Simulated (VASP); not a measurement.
# GaH6 (Im-3m) in VASP: a series of runs

Runs on GaH6. Level: PBE. Tasks: single point, relaxation of cell and atoms.

All numbers are computed with VASP 6.6.1; they aren't measurements. Logs are shortened: lines on timing, memory, paths and dates and some standing lists are left out, and cuts for length are marked.

### 1 The cell of the first run

Symmetry: Im-3m, No. 229, cubic system. Conventional cell: a = 4.220 Å, b = 4.220 Å, c = 4.220 Å, α = 90.00°, β = 90.00°, γ = 90.00°. Ga (site symmetry m-3m) has 24 H at 2.36 Å within 3.1 Å. H (site symmetry -4m2) has 4 H at 1.49 Å within 2.0 Å.

### 2 Single point, PBE

Contents of INCAR:

```
SYSTEM = GaH6
PREC     = Accurate       ! precision mode
ENCUT    = 520            ! plane-wave cutoff, eV
EDIFF    = 1E-6           ! SCF threshold, eV
ISMEAR   = 0              ! smearing method
SIGMA    = 0.1            ! smearing width, eV
LREAL    = .FALSE.        ! projectors in reciprocal space
LASPH    = .TRUE.         ! aspherical terms in the spheres
NELM     = 80             ! most SCF steps
ALGO     = Normal         ! electronic algorithm
ISIF     = 2              ! what is computed and relaxed
LWAVE    = .FALSE.        ! write WAVECAR
LCHARG   = .FALSE.        ! write CHGCAR
GGA      = PE             ! functional
NBANDS   = 18             ! bands
```

Contents of KPOINTS:

```
regular mesh
0
G
  4 4 4
  0 0 0
```

Contents of POSCAR:

```
GaH6
1.0
   -2.1098716929      2.1098716929      2.1098716929
    2.1098716929     -2.1098716929      2.1098716929
    2.1098716929      2.1098716929     -2.1098716929
Ga H
1 6
Direct
    0.0000000000      0.0000000000      0.0000000000
    0.5000000000      0.2500000000      0.7500000000
    0.5000000000      0.7500000000      0.2500000000
    0.7500000000      0.5000000000      0.2500000000
    0.2500000000      0.5000000000      0.7500000000
    0.2500000000      0.7500000000      0.5000000000
    0.7500000000      0.2500000000      0.5000000000
```

Potentials or basis: VASP PAW PBE potentials, release 64 (Ga_d, H).

Launch:

```sh
$ cat potpaw_PBE.64/Ga_d/POTCAR potpaw_PBE.64/H/POTCAR > POTCAR
$ mpirun -np 1 vasp_std > vasp.out
```

OUTCAR:

```text
SYSTEM = GaH6
   PREC = Accurate
   ENCUT = 520
   EDIFF = 1E-6
   ISMEAR = 0
   LREAL = .FALSE.
   LASPH = .TRUE.
   NELM = 80
   ISIF = 2
   GGA = PE

 ion  position               nearest neighbor table
   1  0.000  0.000  0.000-
   2  0.500  0.250  0.750-
   3  0.500  0.750  0.250-
   4  0.750  0.500  0.250-
   5  0.250  0.500  0.750-
   6  0.250  0.750  0.500-
   7  0.750  0.250  0.500-

  LATTYP: Found a body centered cubic cell.
 ALAT       =     4.2197433858

  Lattice vectors:

 A1 = (  -2.1098716929,   2.1098716929,   2.1098716929)
 A2 = (   2.1098716929,  -2.1098716929,   2.1098716929)
 A3 = (   2.1098716929,   2.1098716929,  -2.1098716929)

Analysis of symmetry for initial positions (statically):
=====================================================================
 Subroutine PRICEL returns:
 Original cell was already a primitive cell.

 Routine SETGRP: Setting up the symmetry group for a
 body centered cubic supercell.

 Subroutine GETGRP returns: Found 48 space group operations
 (whereof 48 operations were pure point group operations)
 out of a pool of 48 trial point group operations.

The static configuration has the point symmetry O_h .

Analysis of symmetry for dynamics (positions and initial velocities):
=====================================================================
 Subroutine PRICEL returns:
 Original cell was already a primitive cell.

 Routine SETGRP: Setting up the symmetry group for a
 body centered cubic supercell.

 Subroutine GETGRP returns: Found 48 space group operations
 (whereof 48 operations were pure point group operations)
 out of a pool of 48 trial point group operations.

The dynamic configuration has the point symmetry O_h .

 Subroutine INISYM returns: Found 48 space group operations
 (whereof 48 operations are pure point group operations),
 and found     1 'primitive' translations

----------------------------------------------------------------------------------------

                                     Primitive cell

  volume of cell :      37.5689

  direct lattice vectors                    reciprocal lattice vectors
    -2.109871693  2.109871693  2.109871693     0.000000000  0.236981235  0.236981235
     2.109871693 -2.109871693  2.109871693     0.236981235  0.000000000  0.236981235
     2.109871693  2.109871693 -2.109871693     0.236981235  0.236981235  0.000000000

  length of vectors
     3.654404970  3.654404970  3.654404970     0.335142077  0.335142077  0.335142077

  position of ions in fractional coordinates (direct lattice)
     0.000000000  0.000000000  0.000000000
     0.500000000  0.250000000  0.750000000
     0.500000000  0.750000000  0.250000000
     0.750000000  0.500000000  0.250000000
     0.250000000  0.500000000  0.750000000
     0.250000000  0.750000000  0.500000000
     0.750000000  0.250000000  0.500000000

  ion indices of the primitive-cell ions
   primitive index   ion index
                 1           1
                 2           2
                 3           3
                 4           4
                 5           5
                 6           6
                 7           7

----------------------------------------------------------------------------------------

 KPOINTS: regular mesh

Automatic generation of k-mesh.
 Grid dimensions read from file:
 generate k-points for:    4    4    4

 Generating k-lattice:

  Cartesian coordinates                     Fractional coordinates (reciprocal lattice)
     0.000000000  0.059245309  0.059245309     0.250000000  0.000000000  0.000000000
     0.059245309  0.000000000  0.059245309     0.000000000  0.250000000  0.000000000
     0.059245309  0.059245309  0.000000000     0.000000000  0.000000000  0.250000000

  Length of vectors
     0.083785519  0.083785519  0.083785519

  Shift w.r.t. Gamma in fractional coordinates (k-lattice)
     0.000000000  0.000000000  0.000000000

 Subroutine IBZKPT returns following result:
 ===========================================

 Found      8 irreducible k-points:

 Following reciprocal coordinates:
            Coordinates               Weight
  0.000000  0.000000  0.000000      1.000000
  0.250000  0.000000  0.000000     12.000000
  0.500000  0.000000  0.000000      6.000000
  0.250000  0.250000  0.000000     24.000000
  0.250000  0.250000  0.250000      2.000000
 -0.250000  0.250000  0.250000      6.000000
  0.500000  0.500000  0.250000     12.000000
  0.500000  0.500000  0.500000      1.000000
   k-points           NKPTS =      8   k-points in BZ     NKDIM =      8   number of bands    NBANDS=     18
   number of dos      NEDOS =    301   number of ions     NIONS =      7
   total plane-waves  NPLWV =  21952
   dimension x,y,z NGX =    28 NGY =   28 NGZ =   28
   dimension x,y,z NGXF=    56 NGYF=   56 NGZF=   56
   ions per type =               1   6
   NGX,Y,Z   is equivalent  to a cutoff of  12.74, 12.74, 12.74 a.u.
   NGXF,Y,Z  is equivalent  to a cutoff of  25.48, 25.48, 25.48 a.u.
 SYSTEM =  GaH6
   PREC   = accura    normal or accurate (medium, high low for compatibility)
   ISTART =      0    job   : 0-new  1-cont  2-samecut
   ICHARG =      2    charge: 1-file 2-atom 10-const
   ISPIN  =      1    spin polarized calculation?
   LNONCOLLINEAR =      F non collinear calculations
   LSORBIT =      F    spin-orbit coupling
   LASPH  =      T    aspherical Exc in radial PAW
   ENCUT  =  520.0 eV  38.22 Ry    6.18 a.u.   6.79  6.79  6.79*2*pi/ulx,y,z
   NELM   =     80;   NELMIN=  2; NELMDL= -5     # of ELM steps
   EDIFF  = 0.1E-05   stopping-criterion for ELM
   LREAL  =      F    real-space projection
   EDIFFG = 0.1E-04   stopping-criterion for IOM
   NSW    =      0    number of steps for IOM
   IBRION =     -1    ionic relax: 0-MD 1-quasi-New 2-CG
   NFREE  =      0    steps in history (QN), initial steepest desc. (CG)
   ISIF   =      2    stress and relaxation
   ISYM   =      2    0-nonsym 1-usesym 2-fastsym
   POTIM  = 0.5000    time-step for ionic-motion
   TEBEG  =    0.0;   TEEND  =   0.0 temperature during run
   PSTRESS=    0.0 pullay stress
   NELECT =      19.0000    total number of electrons
   NUPDOWN=      -1.0000    fix difference up-down
   EMIN   =  10.00;   EMAX   =-10.00  energy-range for DOS
   EFERMI =   0.00;   METHOD = LEGACY
   ISMEAR =     0;   SIGMA  =   0.10  broadening in eV -4-tet -1-fermi 0-gaus
   EFERMI_NEDOS =   21; number of points for ismear=-14 and -15
   IALGO  =     38    algorithm
   IMIX   =      4    mixing-type and parameters
     AMIX     =   0.40;   BMIX     =  1.00
     AMIX_MAG =   1.60;   BMIX_MAG =  1.00
  volume/ion in A,a.u.               =       5.37        36.22
  Fermi-wavevector in a.u.,A,eV,Ry     =   1.304318  2.464803 23.146832  1.701244
  Thomas-Fermi vector in A             =   2.435261
   LORBIT       =      0    0 simple, 1 ext, 2 COOP (PROOUT), +10 PAW based schemes
   GGA     = PE    functional components
   LHFCALC =     F    Hartree Fock is set to
   AEXX    =    0.0000 exact exchange contribution
   IVDW    =     0    specifies the selected vdW correction
   LEPSILON=     F    determine dielectric tensor
   LRPA    =     F    only Hartree local field effects (RPA)
 non-spin polarized calculation
 Gauss-broadening in eV      SIGMA  =   0.10
  energy-cutoff  :      520.00
  volume of cell :       37.57
 maximum number of plane-waves:      1048
   NGX = 13   NGY = 13   NGZ = 13

 number of electron      19.0000007 magnetization

 Free energy of the ion-electron system (eV)
  ---------------------------------------------------
  ext. energy  EPLUGINS =         0.00000000
  ---------------------------------------------------
  free energy    TOTEN  =       -16.88269315 eV

  energy without entropy =      -16.86938691  energy(sigma->0) =      -16.87604003

 E-fermi :   3.4399     XC(G=0): -10.9425

 val. band max:        3.4140094484   @ k =   0.2500   0.0000   0.0000
 cond. band min:       3.4447431611   @ k =   0.0000   0.0000   0.0000
 fundamental gap:      0.0307337127
 Fermi energy:         3.4399121816

 k-point     1 :       0.0000    0.0000    0.0000
  band No.  band energies     occupation
      1     -10.9577      2.00000
      2     -10.9577      2.00000
      3     -10.9577      2.00000
      4     -10.9323      2.00000
      5     -10.9323      2.00000
      6      -9.7191      2.00000
[... 10 lines left out ...]
     17      11.9209      0.00000
     18      11.9209      0.00000

 k-point     2 :       0.2500    0.0000    0.0000
  band No.  band energies     occupation
      1     -10.9784      2.00000
      2     -10.9732      2.00000
      3     -10.9343      2.00000
      4     -10.9308      2.00000
      5     -10.9261      2.00000
      6      -8.6985      2.00000
[... 10 lines left out ...]
     17      15.9379      0.00000
     18      16.9169      0.00000

 k-point     3 :       0.5000    0.0000    0.0000
  band No.  band energies     occupation
      1     -11.0180      2.00000
      2     -10.9889      2.00000
      3     -10.9285      2.00000
      4     -10.9253      2.00000
      5     -10.8940      2.00000
      6      -6.1386      2.00000
[... 10 lines left out ...]
     17      19.4185      0.00000
     18      19.6395      0.00000

 k-point     4 :       0.2500    0.2500    0.0000
  band No.  band energies     occupation
      1     -10.9872      2.00000
      2     -10.9836      2.00000
      3     -10.9457      2.00000
      4     -10.9300      2.00000
      5     -10.9121      2.00000
      6      -6.6888      2.00000
[... 10 lines left out ...]
     17      18.7275      0.00000
     18      19.0032      0.00000

 k-point     5 :       0.2500    0.2500    0.2500
  band No.  band energies     occupation
      1     -10.9674      2.00000
      2     -10.9674      2.00000
      3     -10.9674      2.00000
      4     -10.9275      2.00000
      5     -10.9275      2.00000
      6      -4.0304      2.00000
[... 10 lines left out ...]
     17      17.1580      0.00000
     18      17.1582      0.00000

 k-point     6 :      -0.2500    0.2500    0.2500
  band No.  band energies     occupation
      1     -10.9869      2.00000
      2     -10.9641      2.00000
      3     -10.9429      2.00000
      4     -10.9429      2.00000
      5     -10.9288      2.00000
      6      -7.6680      2.00000
[... 10 lines left out ...]
     17      18.8765      0.00000
     18      20.1024      0.00000

 k-point     7 :       0.5000    0.5000    0.2500
  band No.  band energies     occupation
      1     -11.0196      2.00000
      2     -10.9974      2.00000
      3     -10.9457      2.00000
      4     -10.9258      2.00000
      5     -10.8974      2.00000
      6      -5.0951      2.00000
[... 10 lines left out ...]
     17      19.7377      0.00000
     18      20.0496      0.00000

 k-point     8 :       0.5000    0.5000    0.5000
  band No.  band energies     occupation
      1     -11.0545      2.00000
      2     -11.0545      2.00000
      3     -10.9008      2.00000
      4     -10.9008      2.00000
      5     -10.9008      2.00000
      6      -3.0274      2.00000
[... 10 lines left out ...]
     17      19.0844      0.00000
     18      19.0844      0.00000

------------------------ aborting loop because EDIFF is reached ----------------------------------------

  FORCE on cell =-STRESS in cart. coord.  units (eV):
  Direction    XX          YY          ZZ          XY          YZ          ZX
  --------------------------------------------------------------------------------------
  -------------------------------------------------------------------------------------
  Total        0.0135445      0.0135445      0.0135445      0.0000000      0.0000000      0.0000000
  in kB        0.5776237      0.5776237      0.5776237      0.0000000      0.0000000      0.0000000
  external PRESSURE =       0.5776237 kB  Pullay stress =       0.0000000 kB

 VOLUME and BASIS-vectors are now :
 -----------------------------------------------------------------------------
  energy-cutoff  :      520.00
  volume of cell :       37.57
      direct lattice vectors                 reciprocal lattice vectors
    -2.109871693  2.109871693  2.109871693     0.000000000  0.236981235  0.236981235
     2.109871693 -2.109871693  2.109871693     0.236981235  0.000000000  0.236981235
     2.109871693  2.109871693 -2.109871693     0.236981235  0.236981235  0.000000000

 POSITION                                       TOTAL-FORCE (eV/Angst)
 -----------------------------------------------------------------------------------
      0.00000      0.00000      0.00000         0.000000      0.000000     -0.000000
      1.05494      2.10987      0.00000         0.000000     -0.000000     -0.000000
      1.05494      0.00000      2.10987         0.000000      0.000000      0.000000
      0.00000      1.05494      2.10987         0.000000     -0.000000     -0.000000
      2.10987      1.05494      0.00000        -0.000000     -0.000000      0.000000
      2.10987      0.00000      1.05494        -0.000000     -0.000000      0.000000
      0.00000      2.10987      1.05494        -0.000000     -0.000000      0.000000
 -----------------------------------------------------------------------------------
    total drift:                               -0.000000     -0.000000      0.000000

  FREE ENERGIE OF THE ION-ELECTRON SYSTEM (eV)
  ---------------------------------------------------
  free  energy   TOTEN  =       -16.8826931486 eV

  energy  without entropy=      -16.8693869093  energy(sigma->0) =      -16.87604003
```

Run time: 15 s. Hardware: 1 thread of Intel Xeon Platinum 8259CL at 2.50GHz (Skylake/Cascade Lake), shared host; peak memory 0.15 GiB.

What came out:

```
Free energy : -16.8827 eV
Pressure    : 0.1 GPa
```

Caveat: the k points lie up to 0.53 Å⁻¹ apart.

(Part 1 of 2 ends here.)
